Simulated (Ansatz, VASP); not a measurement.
**Two plane-wave programs on SiC**

```xyz
2
Lattice="0.0000 2.1899 2.1899 2.1899 0.0000 2.1899 2.1899 2.1899 0.0000" Properties=species:S:1:pos:R:3 pbc="T T T"
Si    0.0000    0.0000    0.0000
C     1.0949    1.0949    1.0949
```

Alike in both runs: functional PBE; k mesh 10 × 10 × 10; occupations gaussian, width 0.02 eV; no spin polarisation.

Ansatz relaxed the structure, and its values are those at the end. VASP's run is a single point on that final structure, the one shown.

|  | VASP | Ansatz |
| --- | --- | --- |
| version | VASP 6.6.1 | Ansatz 0.2.0 |
| potentials or method | VASP PAW PBE potentials, release 64 (Si, C), cutoff 600 eV | scalar-relativistic, plane waves, PAW |
| valence electrons in the cell | 8 | 8 |

|  | VASP | Ansatz | Ansatz less VASP |
| --- | --- | --- | --- |
| gap on the k mesh at the Fermi level (eV) | 1.37 | 1.37 | +0.002 |
| least direct gap on the mesh (eV) | 4.53 | 4.53 | +0.008 |
| pressure (GPa) | -0.2 | 0.0 | +0.18 |

The functional is the same, so the differences come from potentials, cutoffs and numerics.
